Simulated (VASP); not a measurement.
# TiO2 (P4_2/mnm) in VASP: further runs, part 2 of 2

VASP 6.6.1. The steps go on from the part before.

### 3 Single point, LDA

This run uses another cell than the first one, of 9.40 Å³/atom.

The input, INCAR:

```
SYSTEM = TiO2
PREC = Accurate ; ENCUT = 520
EDIFF = 1E-6 ; ISMEAR = 0
SIGMA = 0.05 ; LREAL = .FALSE.
LASPH = .TRUE. ; NELM = 100
ALGO = Normal ; ISIF = 2
LWAVE = .FALSE. ; LCHARG = .FALSE.
NBANDS = 33
```

The input, KPOINTS:

```
regular mesh
0
G
  6 6 10
  0 0 0
```

The input, POSCAR:

```
TiO2
1.0
    4.2307000000      0.0000000000      0.0000000000
    0.0000000000      4.2307000000      0.0000000000
    0.0000000000      0.0000000000      3.1509000000
Ti O
2 4
Direct
    0.0000000000      0.0000000000      0.0000000000
    0.5000000000      0.5000000000      0.5000000000
    0.3039457556      0.3039457556      0.0000000000
    0.1960542444      0.8039457556      0.5000000000
    0.6960542444      0.6960542444      0.0000000000
    0.8039457556      0.1960542444      0.5000000000
```

Potentials or basis: VASP PAW LDA potentials, release 64 (Ti_sv, O).

The run is started by

```bash
cat potpaw_LDA.64/Ti_sv/POTCAR potpaw_LDA.64/O/POTCAR > POTCAR
mpirun -np 1 vasp_std > vasp.out
```

OUTCAR:

```text
SYSTEM = TiO2
   PREC = Accurate
   ENCUT = 520
   EDIFF = 1E-6
   ISMEAR = 0
   LREAL = .FALSE.
   LASPH = .TRUE.
   NELM = 100
   ISIF = 2

 ion  position               nearest neighbor table
   1  0.000  0.000  0.000-   3 1.82   5 1.82   4 1.96   6 1.96   4 1.96   6 1.96
   2  0.500  0.500  0.500-   4 1.82   6 1.82   5 1.96   3 1.96   3 1.96   5 1.96
   3  0.304  0.304  0.000-   1 1.82   2 1.96   2 1.96
   4  0.196  0.804  0.500-   2 1.82   1 1.96   1 1.96
   5  0.696  0.696  0.000-   1 1.82   2 1.96   2 1.96
   6  0.804  0.196  0.500-   2 1.82   1 1.96   1 1.96

  LATTYP: Found a simple tetragonal cell.
 ALAT       =     4.2307000000
 C/A-ratio  =     0.7447703690

  Lattice vectors:

 A1 = (   4.2307000000,   0.0000000000,   0.0000000000)
 A2 = (   0.0000000000,   4.2307000000,   0.0000000000)
 A3 = (   0.0000000000,   0.0000000000,   3.1509000000)

Analysis of symmetry for initial positions (statically):
=====================================================================
 Subroutine PRICEL returns:
[... 185 lines left out ...]
 cond. band min:       7.7866408474   @ k =   0.0000   0.0000   0.0000
 fundamental gap:      2.0824066925
 Fermi energy:         6.0343011013

 k-point     1 :       0.0000    0.0000    0.0000
  band No.  band energies     occupation
      1     -50.1553      2.00000
      2     -50.1154      2.00000
      3     -27.0114      2.00000
      4     -27.0114      2.00000
      5     -26.7635      2.00000
      6     -26.7261      2.00000
[... 853 lines left out ...]
     32      11.5221      0.00000
     33      13.3882      0.00000

 [... further k-points ...]

------------------------ aborting loop because EDIFF is reached ----------------------------------------

  FORCE on cell =-STRESS in cart. coord.  units (eV):
  Direction    XX          YY          ZZ          XY          YZ          ZX
  --------------------------------------------------------------------------------------
  -------------------------------------------------------------------------------------
  Total       10.8592492     10.8592492     -2.7303731     -0.0000000      0.0000000      0.0000000
  in kB      308.4972523    308.4972523    -77.5663756     -0.0000000      0.0000000      0.0000000
  external PRESSURE =     179.8093763 kB  Pullay stress =       0.0000000 kB

 VOLUME and BASIS-vectors are now :
 -----------------------------------------------------------------------------
  energy-cutoff  :      520.00
  volume of cell :       56.40
      direct lattice vectors                 reciprocal lattice vectors
     4.230700000  0.000000000  0.000000000     0.236367504  0.000000000  0.000000000
     0.000000000  4.230700000  0.000000000     0.000000000  0.236367504  0.000000000
     0.000000000  0.000000000  3.150900000     0.000000000  0.000000000  0.317369640

 POSITION                                       TOTAL-FORCE (eV/Angst)
 -----------------------------------------------------------------------------------
      0.00000      0.00000      0.00000         0.000000     -0.000000     -0.000000
      2.11535      2.11535      1.57545         0.000000     -0.000000     -0.000000
      1.28590      1.28590      0.00000         0.385612      0.385612      0.000000
      0.82945      3.40125      1.57545        -0.385612      0.385612     -0.000000
      2.94480      2.94480      0.00000        -0.385612     -0.385612     -0.000000
      3.40125      0.82945      1.57545         0.385612     -0.385612     -0.000000
 -----------------------------------------------------------------------------------
    total drift:                               -0.000000     -0.000000     -0.000000

  FREE ENERGIE OF THE ION-ELECTRON SYSTEM (eV)
  ---------------------------------------------------
  free  energy   TOTEN  =       -57.8814028893 eV

  energy  without entropy=      -57.8814028893  energy(sigma->0) =      -57.88140289
```

OSZICAR:

```text
N       E                     dE             d eps       ncg     rms          rms(c)
DAV:   1     0.650487223087E+03    0.65049E+03   -0.24232E+04  3968   0.175E+03
DAV:   2     0.202735045179E+02   -0.63021E+03   -0.58203E+03  4289   0.522E+02
DAV:   3    -0.700252939729E+02   -0.90299E+02   -0.88225E+02  5368   0.190E+02
DAV:   4    -0.747108750628E+02   -0.46856E+01   -0.46731E+01  5671   0.402E+01
DAV:   5    -0.748595448517E+02   -0.14867E+00   -0.14865E+00  5237   0.620E+00    0.343E+01
DAV:   6    -0.581077580337E+02    0.16752E+02   -0.67980E+01  5234   0.914E+01    0.104E+01
DAV:   7    -0.581129439855E+02   -0.51860E-02   -0.11520E+01  5036   0.305E+01    0.100E+01
DAV:   8    -0.578938581928E+02    0.21909E+00   -0.59990E-01  5407   0.825E+00    0.524E+00
DAV:   9    -0.579082617363E+02   -0.14404E-01   -0.40853E-01  5321   0.566E+00    0.181E+00
DAV:  10    -0.578830737990E+02    0.25188E-01   -0.95485E-02  4808   0.389E+00    0.509E-01
DAV:  11    -0.578815497427E+02    0.15241E-02   -0.12940E-02  5175   0.869E-01    0.995E-02
DAV:  12    -0.578814900393E+02    0.59703E-04   -0.39255E-04  4697   0.146E-01    0.846E-02
DAV:  13    -0.578814019430E+02    0.88096E-04   -0.26811E-04  4633   0.215E-01    0.154E-02
DAV:  14    -0.578814042357E+02   -0.22927E-05   -0.39405E-05  5237   0.508E-02    0.891E-03
DAV:  15    -0.578814029937E+02    0.12420E-05   -0.79402E-06  4644   0.231E-02    0.416E-03
DAV:  16    -0.578814028893E+02    0.10444E-06   -0.84124E-07  2402   0.123E-02
   1 F= -.57881403E+02 E0= -.57881403E+02  d E =-.186028E-22
```

It took 2.2 min on 1 thread of Intel Xeon 8259CL, shared host; peak memory 0.21 GiB.

What came out:

* Free energy: -57.8814 eV
* Pressure: 18.0 GPa
* Largest force: 0.545 eV/Å
* Band gap on the k mesh: 2.08 eV

Forces on the atoms (eV/Å):
```
Ti   0.000  0.000  0.000
Ti   0.000  0.000  0.000
O    0.386  0.386  0.000
O   -0.386  0.386  0.000
O   -0.386 -0.386  0.000
O    0.386 -0.386  0.000
```

Stress tensor (GPa, compression positive):
```
30.85  0.00  0.00
 0.00 30.85  0.00
 0.00  0.00 -7.76
```

Levels at points of the mesh, in eV from the valence-band top:
```
           k point  band 20  band 21  band 22  band 23  band 24  band 25  band 26  band 27  band 28  band 29
(0.00, 0.00, 0.00)    -2.14    -0.81    -0.07     0.00     0.00     2.08     2.54     2.54     2.67     2.75
(0.50, 0.00, 0.00)    -2.93    -2.38    -2.38    -0.69    -0.69     2.96     2.96     3.47     3.47     3.88
(0.50, 0.50, 0.00)    -2.01    -1.75    -1.75    -0.46    -0.46     2.34     2.34     2.61     2.61     4.14
(0.00, 0.00, 0.50)    -3.20    -1.77    -1.77    -1.11    -1.11     2.61     2.61     3.82     3.82     4.34
(0.50, 0.00, 0.50)    -2.47    -2.03    -2.03    -0.94    -0.94     2.22     2.22     2.84     2.84     4.58
(0.50, 0.50, 0.50)    -1.70    -1.41    -1.41    -0.37    -0.37     2.73     2.73     3.16     3.16     3.76
```

Caveat: the cell stands under pressure. A k mesh can miss the band edges.
